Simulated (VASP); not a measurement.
Input of a VASP 6.6.1 run:

Contents of INCAR:

```
ALGO = Normal
EDIFF = 1E-8
ENCUT = 520
GGA = PE
ISIF = 2
ISMEAR = -1
LASPH = T
LCHARG = F
LEFG = T
LREAL = F
LWAVE = F
NBANDS = 8
NELM = 100
PREC = Accurate
SIGMA = 0.05
```

Contents of KPOINTS:

```
k-points
0
Gamma
  13 13 13
```

Contents of POSCAR:

```
Sb
1.0
    3.1600000000     -0.0316000000     -0.0316000000
   -0.0316000000      3.1600000000     -0.0316000000
   -0.0316000000     -0.0316000000      3.1600000000
Sb
1
Direct
    0.0000000000      0.0000000000      0.0000000000
```

Potentials or basis: VASP PAW PBE potentials, release 64 (Sb).

Command:

```bash
$ cat potpaw_PBE.64/Sb/POTCAR > POTCAR
$ mpirun -np 1 vasp_std > vasp.out
```

Question: Predict the pressure.

Answer: -2.6 GPa.

Stress tensor (GPa, compression positive):
```
-2.56  0.29  0.29
 0.29 -2.56  0.29
 0.29  0.29 -2.56
```

Caveat: the cell differs from its parent crystal (equal xy, yz and zx shear strains of -2 %); without QUAD_EFG the Cq values of the log hold for a quadrupole moment of 1 mb, not for the nuclei.
